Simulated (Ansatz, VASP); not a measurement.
# Ta3N: VASP beside Ansatz

```
Ta N
1.0
     4.41778    0.00000    0.00000
     0.00000    4.41778    0.00000
     0.00000    0.00000    3.18270
Ta N
3 1
Direct
  0.00000 0.50000 0.50000
  0.50000 0.00000 0.50000
  0.50000 0.50000 0.00000
  0.00000 0.00000 0.00000
```

Alike in both runs: functional PBE; k mesh 10 × 10 × 14; occupations gaussian, width 0.1 eV; no spin polarisation.

Ansatz relaxed the structure, and its values are those at the end. VASP's run is a single point on that final structure, the one shown.

|  | VASP | Ansatz |
| --- | --- | --- |
| version | VASP 6.6.1 | Ansatz 0.2.0 |
| potentials or method | VASP PAW PBE potentials, release 64 (Ta_pv, N), cutoff 600 eV | scalar-relativistic, plane waves, PAW |
| valence electrons in the cell | 38 | 44 |

```csv
,VASP,Ansatz,Ansatz less VASP
gap on the k mesh at the Fermi level (eV),none,none,-
pressure (GPa),0.1,0.0,-0.14
```

A gap of «none» marks a metal or a gap that the smearing closes. The functional is the same, so the differences come from potentials, cutoffs and numerics. VASP's potentials hold 38 valence electrons a cell and Ansatz's 44, so a difference there can come from the potentials and not from the codes.

Neither program's run includes spin-orbit coupling.
